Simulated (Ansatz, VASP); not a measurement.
# Pt: VASP beside Ansatz

```xyz
1
Lattice="-1.5605 1.5605 1.6317 1.5605 -1.5605 1.6317 1.5605 1.5605 -1.6317" Properties=species:S:1:pos:R:3 pbc="T T T"
Pt    0.0000    0.0000    0.0000
```

Change from the starting cell: strain -0.015 along x and y, +0.030 along z, atoms carried along.

Alike in both runs: task single point; functional r2SCAN; k mesh 22 × 22 × 22; occupations gaussian, width 0.15 eV; no spin polarisation.

|  | VASP | Ansatz |
| --- | --- | --- |
| version | VASP 6.6.1 | Ansatz 0.2.0 |
| potentials or method | VASP PAW PBE potentials, release 64 (Pt), cutoff 520 eV | scalar-relativistic, plane waves, PAW |
| valence electrons in the cell | 10 | 18 |

|  | VASP | Ansatz | Ansatz less VASP |
| --- | --- | --- | --- |
| gap on the k mesh at the Fermi level (eV) | none | none | - |
| pressure (GPa) | -6.0 | -6.5 | -0.53 |
| traceless stress, the component that is largest in VASP (GPa) | 2.29 | 2.27 | -0.028 |

VASP's potentials were made for PBE, not for r2SCAN. A gap of «none» marks a metal or a gap that the smearing closes. The functional is the same, so the differences come from potentials, cutoffs and numerics. VASP's potentials hold 10 valence electrons a cell and Ansatz's 18, so a difference there can come from the potentials and not from the codes.

Spin-orbit coupling is off throughout.
